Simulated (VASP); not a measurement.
Runs of VASP 6.6.1 on Sc3Te. The structure is that of space group P6_3/mmc (No. 194), or close to it. The cells are those of the table. 

```tsv
cell	further INCAR settings	gap on the mesh (eV)	pressure (GPa)	largest force (eV/Å)
a = 6.232, b = 6.232, c = 5.000 Å, angles 90.0, 90.0, 120.0°, 8 atoms	ALGO = Fast; EDIFF = 1e-06; NBANDS = 49	none	4.8	0.01
a = 6.486, b = 6.486, c = 5.204 Å, angles 90.0, 90.0, 120.0°, 8 atoms	ALGO = Fast; EDIFF = 1e-06; NBANDS = 49	none	(a)	0.06
a = 6.362, b = 6.362, c = 5.104 Å, angles 90.0, 90.0, 120.0°, 8 atoms	ALGO = Fast; EDIFF = 1e-06; NBANDS = 49	none	0.3	(b)
a = 6.276, b = 6.276, c = 5.035 Å, angles 90.0, 90.0, 120.0°, 8 atoms	ALGO = Fast; EDIFF = 1e-06; NBANDS = 49	none	3.1	0.02
a = 6.319, b = 6.319, c = 5.070 Å, angles 90.0, 90.0, 120.0°, 8 atoms	ALGO = Fast; EDIFF = 1e-07; NBANDS = 49	none	1.6	0.02
a = 6.404, b = 6.404, c = 5.138 Å, angles 90.0, 90.0, 120.0°, 8 atoms	ALGO = Fast; EDIFF = 1e-06; NBANDS = 49	none	-0.9	0.04
a = 6.445, b = 6.445, c = 5.172 Å, angles 90.0, 90.0, 120.0°, 8 atoms	ALGO = Fast; EDIFF = 1e-07; NBANDS = 49	none	(c)	0.05
```

Alike in all rows: task single point; level PBE; potentials or basis VASP PAW PBE potentials, release 64 (Te, Sc_sv); no spin polarisation; k mesh 5 × 5 × 5; cutoff (eV) 520; smearing fermi-dirac 0.05 eV.

Estimate the missing entries.

(a) -2.9; (b) 0.03; (c) -2.0.

Caveats: spin-orbit coupling is left out, which moves the levels of the heavy elements.

A k mesh can miss the band edges, and the runs leave out spin-orbit coupling on Te.

A gap of «none» marks levels without a gap at the run's occupations.
